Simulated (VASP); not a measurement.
# CuPdC4N4 (P-43m) in VASP: single point with PBE

Aim: the single point of CuPdC4N4 with PBE.

All numbers are computed with VASP 6.6.1; they aren't measurements. Logs are shortened: lines on timing, memory, paths and dates and some standing lists are left out, and cuts for length are marked.

## (1) The cell of the first run

It takes space group P-43m (No. 215, cubic). Conventional cell: a = 5.909 Å, b = 5.909 Å, c = 5.909 Å, α = 90.00°, β = 90.00°, γ = 90.00°. Within 2.5 Å of Cu (site symmetry -43m) lie 4 C at 1.92 Å. Within 2.7 Å of Pd (site symmetry -43m) lie 4 N at 2.03 Å. C (site symmetry 3m) has 1 N at 1.17 Å within 1.6 Å. N (site symmetry 3m) has 1 C at 1.17 Å within 1.6 Å.

## (2) Single point, PBE, collinear spin

The input, INCAR:

```
ALGO = Normal ; EDIFF = 1E-6
ENCUT = 520 ; GGA = PE
ISIF = 2 ; ISMEAR = 0
ISPIN = 2 ; LASPH = True
LCHARG = False ; LMAXMIX = 4
LORBIT = 11 ; LREAL = False
LWAVE = False ; MAGMOM = 1 0 0 0 0 0 0 0 0 0
NBANDS = 44 ; NELM = 150
PREC = Accurate ; SIGMA = 0.1
```

The input, KPOINTS:

```
k-points
0
Gamma
  4 4 4
```

The input, POSCAR:

```
CuPdC4N4
1.0
    5.9086026500      0.0000000000      0.0000000000
    0.0000000000      5.9086026500      0.0000000000
    0.0000000000      0.0000000000      5.9086026500
Cu Pd C N
1 1 4 4
Direct
    0.0000000000      0.0000000000      0.0000000000
    0.5000000000      0.5000000000      0.5000000000
    0.1873167900      0.1873167900      0.1873167900
    0.1873167900      0.8126832100      0.8126832100
    0.8126832100      0.1873167900      0.8126832100
    0.8126832100      0.8126832100      0.1873167900
    0.3016415900      0.3016415900      0.3016415900
    0.3016415900      0.6983584100      0.6983584100
    0.6983584100      0.3016415900      0.6983584100
    0.6983584100      0.6983584100      0.3016415900
```

Potentials or basis: VASP PAW PBE potentials, release 64 (Cu, Pd, C, N).

Started as:

```sh
$ cat potpaw_PBE.64/Cu/POTCAR potpaw_PBE.64/Pd/POTCAR potpaw_PBE.64/C/POTCAR potpaw_PBE.64/N/POTCAR > POTCAR
$ mpirun -np 1 vasp_std > vasp.out
```

OUTCAR:

```text
EDIFF = 1E-6
   ENCUT = 520
   GGA = PE
   ISIF = 2
   ISMEAR = 0
   ISPIN = 2
   LASPH = True
   LORBIT = 11
   LREAL = False
   NELM = 150
   PREC = Accurate

 ion  position               nearest neighbor table
   1  0.000  0.000  0.000-   3 1.92   4 1.92   5 1.92   6 1.92
   2  0.500  0.500  0.500-   7 2.03   8 2.03   9 2.03  10 2.03
   3  0.187  0.187  0.187-   7 1.17   1 1.92
   4  0.187  0.813  0.813-   8 1.17   1 1.92
   5  0.813  0.187  0.813-   9 1.17   1 1.92
   6  0.813  0.813  0.187-  10 1.17   1 1.92
   7  0.302  0.302  0.302-   3 1.17   2 2.03
   8  0.302  0.698  0.698-   4 1.17   2 2.03
   9  0.698  0.302  0.698-   5 1.17   2 2.03
  10  0.698  0.698  0.302-   6 1.17   2 2.03

  LATTYP: Found a simple cubic cell.
 ALAT       =     5.9086026500

  Lattice vectors:

 A1 = (   5.9086026500,   0.0000000000,   0.0000000000)
 A2 = (   0.0000000000,   5.9086026500,   0.0000000000)
 A3 = (   0.0000000000,   0.0000000000,   5.9086026500)

Analysis of symmetry for initial positions (statically):
=====================================================================
 Subroutine PRICEL returns:
 Original cell was already a primitive cell.

 Routine SETGRP: Setting up the symmetry group for a
 simple cubic supercell.

 Subroutine GETGRP returns: Found 24 space group operations
 (whereof 24 operations were pure point group operations)
 out of a pool of 48 trial point group operations.

The static configuration has the point symmetry T_d .

Analysis of symmetry for dynamics (positions and initial velocities):
=====================================================================
 Subroutine PRICEL returns:
 Original cell was already a primitive cell.

 Routine SETGRP: Setting up the symmetry group for a
 simple cubic supercell.

 Subroutine GETGRP returns: Found 24 space group operations
 (whereof 24 operations were pure point group operations)
 out of a pool of 48 trial point group operations.

The dynamic configuration has the point symmetry T_d .

Analysis of structural, dynamic, and magnetic symmetry:
=====================================================================
 Subroutine PRICEL returns:
 Original cell was already a primitive cell.

 Routine SETGRP: Setting up the symmetry group for a
 simple cubic supercell.

 Subroutine GETGRP returns: Found 24 space group operations
 (whereof 24 operations were pure point group operations)
 out of a pool of 48 trial point group operations.

The overall configuration has the point symmetry T_d .

 Subroutine INISYM returns: Found 24 space group operations
 (whereof 24 operations are pure point group operations),
 and found     1 'primitive' translations

----------------------------------------------------------------------------------------

                                     Primitive cell

  volume of cell :     206.2787

  direct lattice vectors                    reciprocal lattice vectors
     5.908602650  0.000000000  0.000000000     0.169244754  0.000000000  0.000000000
     0.000000000  5.908602650  0.000000000     0.000000000  0.169244754  0.000000000
     0.000000000  0.000000000  5.908602650     0.000000000  0.000000000  0.169244754

  length of vectors
     5.908602650  5.908602650  5.908602650     0.169244754  0.169244754  0.169244754

  position of ions in fractional coordinates (direct lattice)
     0.000000000  0.000000000  0.000000000
     0.500000000  0.500000000  0.500000000
     0.187316790  0.187316790  0.187316790
     0.187316790  0.812683210  0.812683210
     0.812683210  0.187316790  0.812683210
     0.812683210  0.812683210  0.187316790
     0.301641590  0.301641590  0.301641590
     0.301641590  0.698358410  0.698358410
     0.698358410  0.301641590  0.698358410
     0.698358410  0.698358410  0.301641590

  ion indices of the primitive-cell ions
   primitive index   ion index
                 1           1
                 2           2
                 3           3
                 4           4
                 5           5
                 6           6
                 7           7
                 8           8
                 9           9
                10          10

----------------------------------------------------------------------------------------

 KPOINTS: k-points

Automatic generation of k-mesh.
 Grid dimensions read from file:
 generate k-points for:    4    4    4

 Generating k-lattice:

  Cartesian coordinates                     Fractional coordinates (reciprocal lattice)
     0.042311188  0.000000000  0.000000000     0.250000000  0.000000000  0.000000000
     0.000000000  0.042311188  0.000000000     0.000000000  0.250000000  0.000000000
     0.000000000  0.000000000  0.042311188     0.000000000  0.000000000  0.250000000

  Length of vectors
     0.042311188  0.042311188  0.042311188

  Shift w.r.t. Gamma in fractional coordinates (k-lattice)
     0.000000000  0.000000000  0.000000000

 Subroutine IBZKPT returns following result:
 ===========================================

 Found     10 irreducible k-points:

 Following reciprocal coordinates:
            Coordinates               Weight
  0.000000  0.000000  0.000000      1.000000
  0.250000  0.000000  0.000000      6.000000
  0.500000  0.000000  0.000000      3.000000
  0.250000  0.250000  0.000000     12.000000
  0.500000  0.250000  0.000000     12.000000
  0.500000  0.500000  0.000000      3.000000
  0.250000  0.250000  0.250000      8.000000
  0.500000  0.250000  0.250000     12.000000
  0.500000  0.500000  0.250000      6.000000
  0.500000  0.500000  0.500000      1.000000
   k-points           NKPTS =     10   k-points in BZ     NKDIM =     10   number of bands    NBANDS=     44
   number of dos      NEDOS =    301   number of ions     NIONS =     10
   total plane-waves  NPLWV = 110592
   dimension x,y,z NGX =    48 NGY =   48 NGZ =   48
   dimension x,y,z NGXF=    96 NGYF=   96 NGZF=   96
   ions per type =               1   1   4   4
   NGX,Y,Z   is equivalent  to a cutoff of  13.51, 13.51, 13.51 a.u.
   NGXF,Y,Z  is equivalent  to a cutoff of  27.01, 27.01, 27.01 a.u.
 SYSTEM =  unknown system
   PREC   = accura    normal or accurate (medium, high low for compatibility)
   ISTART =      0    job   : 0-new  1-cont  2-samecut
   ICHARG =      2    charge: 1-file 2-atom 10-const
   ISPIN  =      2    spin polarized calculation?
   LNONCOLLINEAR =      F non collinear calculations
   LSORBIT =      F    spin-orbit coupling
   LASPH  =      T    aspherical Exc in radial PAW
   ENCUT  =  520.0 eV  38.22 Ry    6.18 a.u.  10.99 10.99 10.99*2*pi/ulx,y,z
   NELM   =    150;   NELMIN=  2; NELMDL= -5     # of ELM steps
   EDIFF  = 0.1E-05   stopping-criterion for ELM
   LREAL  =      F    real-space projection
   EDIFFG = 0.1E-04   stopping-criterion for IOM
   NSW    =      0    number of steps for IOM
   IBRION =     -1    ionic relax: 0-MD 1-quasi-New 2-CG
   NFREE  =      0    steps in history (QN), initial steepest desc. (CG)
   ISIF   =      2    stress and relaxation
   ISYM   =      2    0-nonsym 1-usesym 2-fastsym
   POTIM  = 0.5000    time-step for ionic-motion
   TEBEG  =    0.0;   TEEND  =   0.0 temperature during run
   PSTRESS=    0.0 pullay stress
   NELECT =      57.0000    total number of electrons
   NUPDOWN=      -1.0000    fix difference up-down
   EMIN   =  10.00;   EMAX   =-10.00  energy-range for DOS
   EFERMI =   0.00;   METHOD = LEGACY
   ISMEAR =     0;   SIGMA  =   0.10  broadening in eV -4-tet -1-fermi 0-gaus
   EFERMI_NEDOS =   21; number of points for ismear=-14 and -15
   IALGO  =     38    algorithm
   IMIX   =      4    mixing-type and parameters
     AMIX     =   0.40;   BMIX     =  1.00
     AMIX_MAG =   1.60;   BMIX_MAG =  1.00
  volume/ion in A,a.u.               =      20.63       139.20
  Fermi-wavevector in a.u.,A,eV,Ry     =   1.066306  2.015025 15.469926  1.137007
  Thomas-Fermi vector in A             =   2.201885
   LORBIT       =     11    0 simple, 1 ext, 2 COOP (PROOUT), +10 PAW based schemes
   GGA     = PE    functional components
   LHFCALC =     F    Hartree Fock is set to
   AEXX    =    0.0000 exact exchange contribution
   IVDW    =     0    specifies the selected vdW correction
   LEPSILON=     F    determine dielectric tensor
   LRPA    =     F    only Hartree local field effects (RPA)
 spin polarized calculation
 Gauss-broadening in eV      SIGMA  =   0.10
  energy-cutoff  :      520.00
  volume of cell :      206.28
 maximum number of plane-waves:      5590
 NGX is ok and might be reduce to    48
   NGX = 21   NGY = 21   NGZ = 21

 number of electron      57.0000023 magnetization       2.9172567

 Free energy of the ion-electron system (eV)
  ---------------------------------------------------
  ext. energy  EPLUGINS =         0.00000000
  ---------------------------------------------------
  free energy    TOTEN  =       -71.25881489 eV

  energy without entropy =      -71.24745756  energy(sigma->0) =      -71.25313623

 E-fermi :  -1.6930     XC(G=0):  -7.2215

 val. band max:       -1.7824601382   @ k =   0.5000   0.2500   0.0000
 cond. band min:      -1.6729993995   @ k =   0.0000   0.0000   0.0000
 fundamental gap:      0.1094607386
 Fermi energy:        -1.6929502362

 spin component 1

 k-point     1 :       0.0000    0.0000    0.0000
  band No.  band energies     occupation
      1     -18.7282      1.00000
      2     -18.6227      1.00000
      3     -18.6227      1.00000
      4     -18.6227      1.00000
      5      -9.2526      1.00000
      6      -8.8239      1.00000
[... 32 lines left out ...]
     39       4.5957      0.00000
[... 386 lines left out ...]
     39       6.0122      0.00000
     40       6.5764      0.00000
 Fermi energy:        -1.6929502362

 spin component 2

 k-point     1 :       0.0000    0.0000    0.0000
  band No.  band energies     occupation
      1     -18.5124      1.00000
      2     -18.4042      1.00000
      3     -18.4042      1.00000
      4     -18.4042      1.00000
      5      -8.9640      1.00000
      6      -8.3253      1.00000
[... 32 lines left out ...]
     39       4.7726      0.00000
[... 386 lines left out ...]
     39       6.5021      0.00000
     40       6.7095      0.00000
 [bands above 40 left out]

------------------------ aborting loop because EDIFF is reached ----------------------------------------

  FORCE on cell =-STRESS in cart. coord.  units (eV):
  Direction    XX          YY          ZZ          XY          YZ          ZX
  --------------------------------------------------------------------------------------
  -------------------------------------------------------------------------------------
  Total        2.8101068      2.8101068      2.8101068     -0.0000000      0.0000000     -0.0000000
  in kB       21.8262465     21.8262465     21.8262465     -0.0000000      0.0000000     -0.0000000
  external PRESSURE =      21.8262465 kB  Pullay stress =       0.0000000 kB

 VOLUME and BASIS-vectors are now :
 -----------------------------------------------------------------------------
  energy-cutoff  :      520.00
  volume of cell :      206.28
      direct lattice vectors                 reciprocal lattice vectors
     5.908602650  0.000000000  0.000000000     0.169244754  0.000000000  0.000000000
     0.000000000  5.908602650  0.000000000     0.000000000  0.169244754  0.000000000
     0.000000000  0.000000000  5.908602650     0.000000000  0.000000000  0.169244754

 POSITION                                       TOTAL-FORCE (eV/Angst)
 -----------------------------------------------------------------------------------
      0.00000      0.00000      0.00000         0.000000     -0.000000     -0.000000
      2.95430      2.95430      2.95430         0.000000      0.000000     -0.000000
      1.10678      1.10678      1.10678        -0.359536     -0.359536     -0.359536
      1.10678      4.80182      4.80182        -0.359536      0.359536      0.359536
      4.80182      1.10678      4.80182         0.359536     -0.359536      0.359536
      4.80182      4.80182      1.10678         0.359536      0.359536     -0.359536
      1.78228      1.78228      1.78228         0.367429      0.367429      0.367429
      1.78228      4.12632      4.12632         0.367429     -0.367429     -0.367429
      4.12632      1.78228      4.12632        -0.367429      0.367429     -0.367429
      4.12632      4.12632      1.78228        -0.367429     -0.367429      0.367429
 -----------------------------------------------------------------------------------
    total drift:                                0.000000      0.000000      0.000000

  FREE ENERGIE OF THE ION-ELECTRON SYSTEM (eV)
  ---------------------------------------------------
  free  energy   TOTEN  =       -71.2588148946 eV

  energy  without entropy=      -71.2474575582  energy(sigma->0) =      -71.25313623

 total charge

# of ion       s       p       d       tot
------------------------------------------
    1        0.477   0.665   9.029  10.172
    2        0.443   0.646   8.195   9.284
    3        0.973   1.590   0.000   2.563
    4        0.973   1.590   0.000   2.563
    5        0.973   1.590   0.000   2.563
    6        0.973   1.590   0.000   2.563
    7        1.301   2.582   0.000   3.883
    8        1.301   2.582   0.000   3.883
    9        1.301   2.582   0.000   3.883
   10        1.301   2.582   0.000   3.883
--------------------------------------------------
tot         10.017  18.000  17.225  45.241

 magnetization (x)

# of ion       s       p       d       tot
------------------------------------------
    1        0.002   0.051   0.305   0.358
    2        0.001   0.112   1.292   1.405
    3        0.007   0.068   0.000   0.075
    4        0.007   0.068   0.000   0.075
    5        0.007   0.068   0.000   0.075
    6        0.007   0.068   0.000   0.075
    7        0.018   0.111   0.000   0.129
    8        0.018   0.111   0.000   0.129
    9        0.018   0.111   0.000   0.129
   10        0.018   0.111   0.000   0.129
--------------------------------------------------
tot          0.102   0.881   1.597   2.579
```

Wall time 7 min (1 thread of Intel Xeon Platinum 8259CL at 2.50GHz (Skylake/Cascade Lake), shared host); peak memory 0.48 GiB.

Results:

```yaml
Free_energy: -71.2588 eV
Pressure: 2.2 GPa
Largest_force: 0.636 eV/Å
Band_gap_on_the_k_mesh: 0.11 eV (least direct gap 0.23 eV)
Net_moment: 2.92 μB per cell
Site_moments: Cu +0.36; Pd +1.41; C +0.07; N +0.13 μB
Valence_electrons_inside_the_program's_atomic_spheres: Cu 10.17; Pd 9.28; C 2.56; N 3.88
```

Forces on the atoms (eV/Å):
```
Cu   0.000  0.000  0.000
Pd   0.000  0.000  0.000
C   -0.360 -0.360 -0.360
C   -0.360  0.360  0.360
C    0.360 -0.360  0.360
C    0.360  0.360 -0.360
N    0.367  0.367  0.367
N    0.367 -0.367 -0.367
N   -0.367  0.367 -0.367
N   -0.367 -0.367  0.367
```

Levels at points of the mesh, in eV from the valence-band top:
Spin up:
```
           k point  band 26  band 27  band 28  band 29  band 30  band 31  band 32  band 33  band 34  band 35
(0.00, 0.00, 0.00)    -0.87    -0.87    -0.60    -0.60    -0.60     4.97     4.97     4.97     5.60     5.60
(0.50, 0.00, 0.00)    -1.29    -0.69    -0.39    -0.03    -0.03     4.94     4.94     5.26     5.35     5.50
(0.50, 0.50, 0.00)    -1.25    -0.73    -0.43    -0.05    -0.05     5.18     5.18     5.24     5.26     5.64
(0.50, 0.50, 0.50)    -0.87    -0.87    -0.56    -0.56    -0.56     5.29     5.29     5.29     5.69     5.69
```
Spin down:
| k point | band 25 | band 26 | band 27 | band 28 | band 29 | band 30 |
| --- | --- | --- | --- | --- | --- | --- |
| (0.00, 0.00, 0.00) | -0.26 | -0.26 | -0.26 | 0.11 | 0.11 | 0.11 |
| (0.50, 0.00, 0.00) | -0.62 | -0.62 | -0.02 | 0.26 | 0.66 | 0.66 |
| (0.50, 0.50, 0.00) | -0.56 | -0.56 | -0.06 | 0.23 | 0.63 | 0.63 |
| (0.50, 0.50, 0.50) | -0.23 | -0.23 | -0.23 | 0.16 | 0.16 | 0.16 |

Caveat: a cell with one magnetic atom can't hold antiferromagnetic order, which such compounds often take.
